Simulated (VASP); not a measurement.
# CoO (P3m1) in VASP: further runs, part 2 of 2

VASP 6.6.1.

### Step 3. Electric field gradients, LDA, collinear spin, ferromagnetic start

INCAR

```
SYSTEM = CoO
ALGO = Normal
EDIFF = 1E-8
ENCUT = 520
GGA = CA
ISIF = 2
ISMEAR = 0
ISPIN = 2
LASPH = .True.
LCHARG = .False.
LEFG = .True.
LMAXMIX = 4
LORBIT = 11
LREAL = .False.
LWAVE = .False.
MAGMOM = 2.46 2.46 0.36 0.36
NBANDS = 27
NELM = 150
PREC = Accurate
SIGMA = 0.1
```

KPOINTS

```
k-points
0
Gamma
  10 10 5
  0 0 0
```

POSCAR

```
CoO
1.0
    3.1976457435      0.0000000000      0.0000000000
   -1.5988228718      2.7692424462      0.0000000000
    0.0000000000      0.0000000000      5.2287097100
Co O
2 2
Direct
    0.3333333333      0.6666666667      0.5033624100
    0.0000000000      0.0000000000      0.0034741400
    0.3333333333      0.6666666667      0.8715556000
    0.0000000000      0.0000000000      0.3716088500
```

Potentials or basis: VASP PAW LDA potentials, release 64 (Co, O).

On the command line:

```bash
$ cat potpaw_LDA.64/Co/POTCAR potpaw_LDA.64/O/POTCAR > POTCAR
$ mpirun -np 1 vasp_std > vasp.out
```

OUTCAR:

```text
SYSTEM = CoO
   EDIFF = 1E-8
   ENCUT = 520
   GGA = CA
   ISIF = 2
   ISMEAR = 0
   ISPIN = 2
   LASPH = .True.
   LORBIT = 11
   LREAL = .False.
   NELM = 150
   PREC = Accurate

 ion  position               nearest neighbor table
   1  0.333  0.667  0.503-   3 1.93   4 1.97   4 1.97   4 1.97
   2  0.000  0.000  0.003-   4 1.92   3 1.97   3 1.97   3 1.97
   3  0.333  0.667  0.872-   1 1.93   2 1.97   2 1.97   2 1.97
   4  0.000  0.000  0.372-   2 1.92   1 1.97   1 1.97   1 1.97

  LATTYP: Found a hexagonal cell.
 ALAT       =     3.1976457435
 C/A-ratio  =     1.6351747909

  Lattice vectors:

 A1 = (   3.1976457435,   0.0000000000,   0.0000000000)
 A2 = (  -1.5988228718,   2.7692424462,   0.0000000000)
 A3 = (   0.0000000000,   0.0000000000,   5.2287097100)

Analysis of symmetry for initial positions (statically):
=====================================================================
 Subroutine PRICEL returns:
 Original cell was already a primitive cell.

 Routine SETGRP: Setting up the symmetry group for a
 hexagonal supercell.

 Subroutine GETGRP returns: Found  6 space group operations
 (whereof  6 operations were pure point group operations)
 out of a pool of 24 trial point group operations.

The static configuration has the point symmetry C_3v.

Analysis of symmetry for dynamics (positions and initial velocities):
=====================================================================
 Subroutine PRICEL returns:
 Original cell was already a primitive cell.

 Routine SETGRP: Setting up the symmetry group for a
 hexagonal supercell.

 Subroutine GETGRP returns: Found  6 space group operations
 (whereof  6 operations were pure point group operations)
 out of a pool of 24 trial point group operations.

The dynamic configuration has the point symmetry C_3v.

Analysis of structural, dynamic, and magnetic symmetry:
=====================================================================
 Subroutine PRICEL returns:
 Original cell was already a primitive cell.

 Routine SETGRP: Setting up the symmetry group for a
 hexagonal supercell.

 Subroutine GETGRP returns: Found  6 space group operations
 (whereof  6 operations were pure point group operations)
 out of a pool of 24 trial point group operations.

The overall configuration has the point symmetry C_3v.

 Subroutine INISYM returns: Found  6 space group operations
 (whereof  6 operations are pure point group operations),
 and found     1 'primitive' translations

----------------------------------------------------------------------------------------

                                     Primitive cell

  volume of cell :      46.3005

  direct lattice vectors                    reciprocal lattice vectors
     3.197645743  0.000000000  0.000000000     0.312730077  0.180554794  0.000000000
[... 132 lines left out ...]
  ext. energy  EPLUGINS =         0.00000000
  ---------------------------------------------------
  free energy    TOTEN  =       -29.70816940 eV

  energy without entropy =      -29.67491442  energy(sigma->0) =      -29.69154191

 E-fermi :   5.4953     XC(G=0): -11.6559

 val. band max:        5.4907629732   @ k =  -0.1000   0.4000   0.2000
 cond. band min:       5.4956809342   @ k =   0.4000   0.1000   0.0000
 fundamental gap:      0.0049179610
 Fermi energy:         5.4952755635

 spin component 1

 k-point     1 :       0.0000    0.0000    0.0000
  band No.  band energies     occupation
      1     -14.1657      1.00000
      2     -13.5100      1.00000
      3      -1.4851      1.00000
      4      -0.5986      1.00000
      5      -0.4026      1.00000
      6      -0.4026      1.00000
[... 709 lines left out ...]
     26      19.4260      0.00000
     27      20.8907      0.00000

 [... further k-points ...]

 spin component 2

 k-point     1 :       0.0000    0.0000    0.0000
  band No.  band energies     occupation
      1     -13.6681      1.00000
      2     -12.9835      1.00000
      3      -1.0133      1.00000
      4       0.4416      1.00000
      5       0.5860      1.00000
      6       0.5860      1.00000
[... 709 lines left out ...]
     26      19.9499      0.00000
     27      21.4886      0.00000

 [... further k-points ...]

------------------------ aborting loop because EDIFF is reached ----------------------------------------

  FORCE on cell =-STRESS in cart. coord.  units (eV):
  Direction    XX          YY          ZZ          XY          YZ          ZX
  --------------------------------------------------------------------------------------
  -------------------------------------------------------------------------------------
  Total       -5.0869816     -5.0869816     -3.9582368      0.0000000      0.0000000     -0.0000000
  in kB     -176.0292717   -176.0292717   -136.9703271      0.0000000      0.0000000     -0.0000000
  external PRESSURE =    -163.0096235 kB  Pullay stress =       0.0000000 kB

 VOLUME and BASIS-vectors are now :
 -----------------------------------------------------------------------------
  energy-cutoff  :      520.00
  volume of cell :       46.30
      direct lattice vectors                 reciprocal lattice vectors
     3.197645743  0.000000000  0.000000000     0.312730077  0.180554794  0.000000000
    -1.598822872  2.769242446  0.000000000     0.000000000  0.361109588  0.000000000
     0.000000000  0.000000000  5.228709710     0.000000000  0.000000000  0.191251773

 POSITION                                       TOTAL-FORCE (eV/Angst)
 -----------------------------------------------------------------------------------
     -0.00000      1.84616      2.63194        -0.000000      0.000000     -0.250871
      0.00000      0.00000      0.01817        -0.000000     -0.000000     -0.254934
     -0.00000      1.84616      4.55711         0.000000      0.000000      0.252795
      0.00000      0.00000      1.94303         0.000000     -0.000000      0.253010
 -----------------------------------------------------------------------------------
    total drift:                               -0.000000     -0.000001     -0.000766

  FREE ENERGIE OF THE ION-ELECTRON SYSTEM (eV)
  ---------------------------------------------------
  free  energy   TOTEN  =       -29.7081694025 eV

  energy  without entropy=      -29.6749144193  energy(sigma->0) =      -29.69154191

 Electric field gradients (V/A^2)
---------------------------------------------------------------------
 ion       V_xx      V_yy      V_zz      V_xy      V_xz      V_yz
---------------------------------------------------------------------
   1      -4.362    -4.360     8.723     0.002     0.000    -0.000
   2      -4.363    -4.361     8.725     0.002    -0.000     0.000
   3       1.686     1.684    -3.371    -0.002     0.000    -0.000
   4       1.720     1.718    -3.438    -0.002    -0.000     0.000
---------------------------------------------------------------------

 Electric field gradients after diagonalization (V/A^2)
 (convention: |V_zz| > |V_xx| > |V_yy|)
----------------------------------------------------------------------
 ion       V_xx      V_yy      V_zz     asymmetry (V_yy - V_xx)/ V_zz
----------------------------------------------------------------------
   1      -4.363    -4.360     8.723       0.000
   2      -4.364    -4.360     8.725       0.000
   3       1.688     1.683    -3.371       0.001
   4       1.721     1.717    -3.438       0.001
----------------------------------------------------------------------

           NMR quadrupolar parameters

 Cq : quadrupolar parameter    Cq=e*Q*V_zz/h
 eta: asymmetry parameters     (V_yy - V_xx)/ V_zz
 Q  : nuclear electric quadrupole moment in mb (millibarn)
----------------------------------------------------------------------
 ion       Cq(MHz)       eta       Q (mb)
----------------------------------------------------------------------
   1       0.021       0.000       1.000
   2       0.021       0.000       1.000
   3      -0.008       0.001       1.000
   4      -0.008       0.001       1.000
----------------------------------------------------------------------

 total charge

# of ion       s       p       d       tot
------------------------------------------
    1        0.347   0.438   7.214   7.999
    2        0.347   0.438   7.214   7.999
    3        1.541   3.399   0.000   4.940
    4        1.541   3.399   0.000   4.940
--------------------------------------------------
tot          3.776   7.674  14.427  25.878

 magnetization (x)

# of ion       s       p       d       tot
------------------------------------------
    1        0.013   0.051   2.210   2.274
    2        0.013   0.051   2.211   2.275
    3        0.019   0.268   0.000   0.288
    4        0.019   0.268   0.000   0.287
--------------------------------------------------
tot          0.065   0.638   4.421   5.124
```

stdout:

```text
POSCAR found type information on POSCAR CoO
 POSCAR found :  2 types and       4 ions
 scaLAPACK will be used
 LDA part: xc-table for (Slater(with rela. corr.)+CA(PZ))
 , standard interpolation
 POSCAR, INCAR and KPOINTS ok, starting setup
 FFT: planning ... GRIDC
 FFT: planning ... GRID_SOFT
 FFT: planning ... GRID
 WAVECAR not read
 entering main loop
ion   1

ion   2

ion   3

ion   4
```

It took 71 s on 1 thread of AMD EPYC 9R45 (Zen 5), shared host; peak memory 0.19 GiB.

Results:

```yaml
Free_energy: -29.7082 eV
Pressure: -16.3 GPa
Largest_force: 0.255 eV/Å
Net_moment: 5.30 μB per cell
Site_moments: Co +2.27; O +0.29 μB
Largest_electric_field_gradient_by_atom: Co +8.7; O -3.4 V/Å²
Valence_electrons_inside_the_program's_atomic_spheres: Co 8.00; O 4.94
```

Forces on the atoms (eV/Å):
```
Co   0.000  0.000 -0.251
Co   0.000  0.000 -0.255
O    0.000  0.000  0.253
O    0.000  0.000  0.253
```

Electric field gradients, principal values (V/Å²):
```csv
atom,least,middle,greatest (by size)
1 Co,-4.360,-4.363,8.723
2 Co,-4.360,-4.364,8.725
3 O,1.683,1.688,-3.371
4 O,1.717,1.721,-3.438
```

Caveat: the cell stands under tension; without QUAD_EFG the Cq values of the log hold for a quadrupole moment of 1 mb, not for the nuclei; semilocal functionals often make such compounds metallic where correlation or magnetic order opens a gap, which also shifts bond lengths. With open d or f shells a metallic result of LDA can be an artefact of self-interaction; +U or a hybrid may open a gap.
